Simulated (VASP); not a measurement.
Input of a VASP 6.6.1 run:

Contents of INCAR:

```
SYSTEM = Ga
PREC = Accurate
ENCUT = 520
EDIFF = 1E-7
ISMEAR = 0
SIGMA = 0.1
LREAL = .False.
LASPH = .True.
NELM = 100
ALGO = Fast
ISIF = 2
LWAVE = .False.
LCHARG = .True.
GGA = PE
IVDW = 12
LELF = .True.
LVHAR = .True.
NBANDS = 34
```

The input KPOINTS:

```
regular mesh
0
Gamma
  12 12 10
  0 0 0
```

Contents of POSCAR:

```
Ga
1.0
    2.2491413167     -3.8162717032      0.0000000000
    2.2491413167      3.8162717032      0.0000000000
    0.0000000000      0.0000000000      4.5174593224
Ga
4
Direct
    0.6558399668      0.3441600332      0.4166362048
    0.8441600332      0.1558399668      0.9166362048
    0.3441600332      0.6558399668      0.5833637952
    0.1558399668      0.8441600332      0.0833637952
```

Potentials or basis: VASP PAW PBE potentials, release 64 (Ga_d).

The run is started by

```bash
$ cat potpaw_PBE.64/Ga_d/POTCAR > POTCAR
$ mpirun -np 1 vasp_std > vasp.out
```

Estimate the dispersion energy per atom.

-0.299 eV.

What does it give for the pressure?

0.1 GPa.

What does it give for the largest force?

0.005 eV/Å.

What does it give for the band gap on the k mesh?

Zero (band 26 reaches 5.57 eV, above the bottom of band 27 at 4.20 eV).

Forces in eV/Å, atoms in the order of the input:
```
Ga   0.000  0.003  0.004
Ga   0.000 -0.003  0.004
Ga   0.000 -0.003 -0.004
Ga   0.000  0.003 -0.004
```

Caveat: pairwise dispersion overbinds metals, which lowers pressure and volume.
